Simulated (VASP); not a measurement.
A run of VASP 6.6.1:

The input INCAR:

```
ALGO     = Normal         # electronic algorithm
EDIFF    = 1E-6           # SCF threshold, eV
ENCUT    = 560            # plane-wave cutoff, eV
GGA_COMPAT= False        
ISIF     = 2              # what is computed and relaxed
ISMEAR   = -1             # smearing method
LASPH    = True           # aspherical terms in the spheres
LCHARG   = False          # write CHGCAR
LREAL    = False          # projectors in reciprocal space
LWAVE    = False          # write WAVECAR
NBANDS   = 32             # bands
NELM     = 120            # most SCF steps
PREC     = Accurate       # precision mode
SIGMA    = 0.08           # smearing width, eV
```

Contents of KPOINTS:

```
k-points
0
Gamma
  15 15 6
```

POSCAR

```
Ir
1.0
    0.0000000000      1.9059363364     -1.9059363364
   -1.9059363364      0.0000000000      1.9059363364
    3.8118726728      3.8118726728      3.8118726728
Ir
3
Direct
    0.0000000000      0.0000000000      0.0000000000
    0.3333333330      0.6666666670      0.3333333330
    0.6666666670      0.3333333330      0.6666666670
```

Potentials or basis: VASP PAW LDA potentials, release 64 (Ir_sv_GW).

Launch:

```console
$ cat potpaw_LDA.64/Ir_sv_GW/POTCAR > POTCAR
$ mpirun -np 1 vasp_std > vasp.out
```

Hardware: 1 thread of Intel(R) Xeon(R) Platinum 8488C (Sapphire Rapids), with other jobs on the host.

Q: Estimate the wall time of this run.

A: Wall time 91 s on 1 thread of Intel(R) Xeon(R) Platinum 8488C (Sapphire Rapids), with other jobs on the host, peak memory 0.28 GiB. Counts: scf iterations 12, k points 146.
